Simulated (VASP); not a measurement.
LiHF2: single point with r2SCAN

LiHF2:

```
CELL_PARAMETERS angstrom
1.46698 0.84696 4.36669
-1.46698 0.84696 4.36669
0.00000 -1.69393 4.36669
ATOMIC_POSITIONS crystal
Li 0.00000 0.00000 0.00000
H 0.50000 0.50000 0.50000
F 0.41330 0.41330 0.41330
F 0.58670 0.58670 0.58670
```

| Quantity | Value |
| --- | --- |
| Program | VASP 6.6.1 |
| Task | single point |
| Functional | r2SCAN |
| Potentials or basis | VASP PAW PBE potentials, release 64 (Li_sv, H, F) |
| Cutoff | 520 eV |
| k mesh | 7 × 7 × 7 |
| Occupations | methfessel-paxton, width 0.1 eV |
| Spin | no spin polarisation |

```json
{
  "Largest force": "0.012 eV/Å",
  "Band gap on the k mesh": "9.27 eV, indirect (least direct gap 9.47 eV)"
}
```

Forces in eV/Å, atoms in the order of the input:
```
Li   0.000  0.000  0.000
H    0.000  0.000  0.000
F    0.000  0.000 -0.012
F    0.000  0.000  0.012
```

Levels at points of the mesh, in eV from the valence-band top:
| k point | band 6 | band 7 | band 8 | band 9 | band 10 | band 11 | band 12 | band 13 |
| --- | --- | --- | --- | --- | --- | --- | --- | --- |
| (0.00, 0.00, 0.00) | -0.41 | -0.20 | -0.20 | -0.20 | 9.27 | 14.32 | 18.56 | 19.71 |

It took 66 s on 1 thread of Intel(R) Xeon(R) 6975P-C (Granite Rapids), on a shared host, peak memory 0.21 GiB.

Caveat: the PAW data sets were made with another functional, which shifts forces and pressure a little. r2SCAN opens gaps a little over a GGA but as a rule still falls short of measured ones.
